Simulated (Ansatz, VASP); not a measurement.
## MgS in VASP and in Ansatz

```xyz
2
Lattice="0.0000 2.5482 2.6339 2.5482 0.0000 2.6339 2.5482 2.5482 0.0000" Properties=species:S:1:pos:R:3 pbc="T T T"
Mg    0.0000    0.0000    0.0000
S     2.5482    2.5482    2.6339
```

Change from the starting cell: epitaxial_xy strain -2.0%.

Alike in both runs: task single point; functional r2SCAN; k mesh 8 × 8 × 8; no spin polarisation.

```csv
,VASP,Ansatz
version,VASP 6.6.1,Ansatz 0.2.0
potentials or method,"VASP PAW PBE potentials, release 64 (Mg, S)","plane waves, PAW"
plane-wave cutoff (eV),520,500
occupations,"gaussian, width 0.01 eV",fixed
valence electrons in the cell,8,16
```

```tsv
	VASP	Ansatz	Ansatz less VASP
gap on the k mesh at the Fermi level (eV)	3.35	3.38	+0.027
pressure (GPa)	2.2	2.7	+0.49
traceless stress, the component that is largest in VASP (GPa)	-2.61	-2.65	-0.039
```

VASP's potentials were made for PBE, not for r2SCAN. VASP's potentials hold 8 valence electrons a cell and Ansatz's 16, so a difference there can come from the potentials and not from the codes.
